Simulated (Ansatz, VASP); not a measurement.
# AgW: VASP beside Ansatz

```
Ag W
1.0
     0.00000    3.36870    3.36870
     3.36870    0.00000    3.36870
     3.36870    3.36870    0.00000
Ag W
2 2
Cartesian
  3.3687 3.3687 3.3687
  5.0531 5.0531 5.0531
  0.0000 0.0000 0.0000
  1.6844 1.6844 1.6844
```

Alike in both runs: task relaxation of cell and atoms; functional PBE; k mesh 4 × 4 × 4; occupations gaussian, width 0.1 eV; no spin polarisation.

|  | VASP | Ansatz |
| --- | --- | --- |
| version | VASP 6.6.1 | Ansatz 0.2.0 |
| potentials or method | VASP PAW PBE potentials, release 64 (Ag, W_sv), cutoff 600 eV | scalar-relativistic, plane waves, PAW |
| valence electrons in the cell | 50 | 66 |

Ansatz gave:

* gap on the k mesh at the Fermi level, each at its own relaxed structure (eV): none
* relaxed volume (Å³/atom): 16.86
* relaxed cell length with the largest relative difference (Å): 4.569

Question: Which values does VASP return?

Answer: gap on the k mesh at the Fermi level, each at its own relaxed structure (eV): none; relaxed volume (Å³/atom): 16.89; relaxed cell length with the largest relative difference (Å): 4.572.

A gap of «none» marks a metal or a gap that the smearing closes. VASP's potentials hold 50 valence electrons a cell and Ansatz's 66, so a difference there can come from the potentials and not from the codes.

The k mesh is coarse, so the values compare programs but aren't converged. Spin-orbit coupling is off throughout.
